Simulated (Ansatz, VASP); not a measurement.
# Bi in VASP and in Ansatz

```
Bi
1.0
     3.02335    0.00000    0.00000
    -1.51168    2.61830    0.00000
     0.00000    0.00000    4.69427
Bi
2
Cartesian
  0.0000 1.7455 1.1736
  1.5117 0.8728 3.5207
```

Alike in both runs: task relaxation of cell and atoms; functional PBEsol; k mesh 6 × 6 × 4; occupations gaussian, width 0.1 eV; no spin polarisation.

```csv
,VASP,Ansatz
version,VASP 6.6.1,Ansatz 0.2.0
potentials or method,"VASP PAW PBE potentials, release 64 (Bi_d), cutoff 600 eV","scalar-relativistic, plane waves, PAW"
valence electrons in the cell,30,30
```

```tsv
	VASP	Ansatz	Ansatz less VASP
gap on the k mesh at the Fermi level, each at its own relaxed structure (eV)	none	none	-
relaxed volume (Å³/atom)	29.79	29.78	-0.006
relaxed cell length with the largest relative difference (Å)	5.791	5.769	-0.0223
```

VASP's potentials were made for PBE, not for PBEsol. A gap of «none» marks a metal or a gap that the smearing closes.

The k mesh is coarse, so the values compare programs but aren't converged. Neither program's run includes spin-orbit coupling. Noted on VASP's run: the volume moved by over 15 % at a fixed basis, so the end points are rough.
